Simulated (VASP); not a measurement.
Write the native input for VASP 6.6.1 that does the following.

| Property | Result |
| --- | --- |
| Task | electric field gradients |
| Functional | PBEsol |
| Potentials or basis | VASP PAW PBE potentials, release 64 (Re) |
| Cutoff | 520 eV |
| k mesh | 14 × 14 × 14 |
| Occupations | fermi-dirac, width 0.05 eV |
| Spin | no spin polarisation |
| Dipole correction | no |
| Further INCAR settings | ALGO = Normal; EDIFF = 1e-08; NBANDS = 10 |

The structure of Re lies in POSCAR:

```
Re
1.0
    0.0000000000      1.9483075387      1.9483075387
    1.9483075387      0.0000000000      1.9483075387
    1.9483075387      1.9483075387      0.0000000000
Re
1
Direct
    0.0000000000      0.0000000000      0.0000000000
```

This cell differs from its parent crystal: volume scaled by 0.96.

The input as run:

INCAR

```
SYSTEM = Re
  PREC = Accurate
  ENCUT = 520
  EDIFF = 1E-8
  ISMEAR = -1
  SIGMA = 0.05
  LREAL = .False.
  LASPH = .True.
  NELM = 80
  ALGO = Normal
  ISIF = 2
  LWAVE = .False.
  LCHARG = .False.
  GGA = PS
  LEFG = .True.
  NBANDS = 10
```

KPOINTS

```
regular mesh
0
Gamma
  14 14 14
  0 0 0
```

Potentials or basis: VASP PAW PBE potentials, release 64 (Re).

Launch:

```console
$ cat potpaw_PBE.64/Re/POTCAR > POTCAR
$ mpirun -np 1 vasp_std > vasp.out
```

Results of the run:

The pressure is -5.0 GPa.

Caveat: without QUAD_EFG the Cq values of the log hold for a quadrupole moment of 1 mb, not for the nuclei; the PAW data sets were made with another functional, which shifts forces and pressure a little.

Wall time 13 s on 1 thread of Intel Xeon 6975P-C, with other jobs on the host, peak memory 0.13 GiB.
